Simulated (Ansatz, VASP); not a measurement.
# Ga in VASP and in Ansatz

File INCAR:

```
  ALGO = Fast
  EDIFF = 1E-7
  ENCUT = 520
  GGA = RP
  GGA_COMPAT = False
  ISIF = 2
  ISMEAR = -5
  LASPH = True
  LCHARG = False
  LNONCOLLINEAR = True
  LORBIT = 11
  LORBMOM = True
  LREAL = False
  LSORBIT = True
  LWAVE = False
  MAGMOM = 0 0 0
  NBANDS = 24
  NELM = 150
  PREC = Accurate
  SIGMA = 0.05
```

File KPOINTS:

```
k-points
0
Gamma
  9 8 10
```

File POSCAR:

```
Ga
1.0
   -1.4324480000      1.3184990000      2.2596460000
    1.3958580000     -1.4198800000      2.2984550000
    1.4385190000      1.4259510000     -2.3203720000
Ga
1
Direct
    0.0070150000     -0.0009560000      0.0076190000
```

input.yaml

```yaml
crystal:
  lattice:
    - [-1.432448, 1.318499, 2.259646]
    - [1.395858, -1.41988, 2.298455]
    - [1.438519, 1.425951, -2.320372]
  atoms:
    - { symbol: Ga, position: [0.007015, -0.000956, 0.007619] }
hamiltonian:
  xc: rpbe
  pseudopotentials: { kind: paw_fr }
magnetization:
  noncollinear: true
  spin_orbit: true
kpoints:
  mp_grid: { grid: [9, 8, 10] }
scf:
  occupations: { method: tetrahedron }
output:
  forces: true
  stress: true
```

Change from the starting cell: cell strained at random at fixed volume.

Alike in both runs: task single point; functional RPBE; k mesh 9 × 8 × 10; occupations tetrahedron; non-collinear spin, spin-orbit coupling.

|  | VASP | Ansatz |
| --- | --- | --- |
| version | VASP 6.6.1 | Ansatz 0.2.0 |
| potentials or method | VASP PAW PBE potentials, release 64 (Ga_d) | Ansatz PAW |
| plane-wave cutoff (eV) | 520 | 420 |
| valence electrons in the cell | 13 | 13 |

```csv
,VASP,Ansatz,Ansatz less VASP
pressure (GPa),6.4,6.2,-0.22
"traceless stress, the component that is largest in VASP (GPa)",1.36,1.28,-0.081
net moment per atom (μB),0.00,0.00,0.000
```

VASP's potentials were made for PBE, not for RPBE.
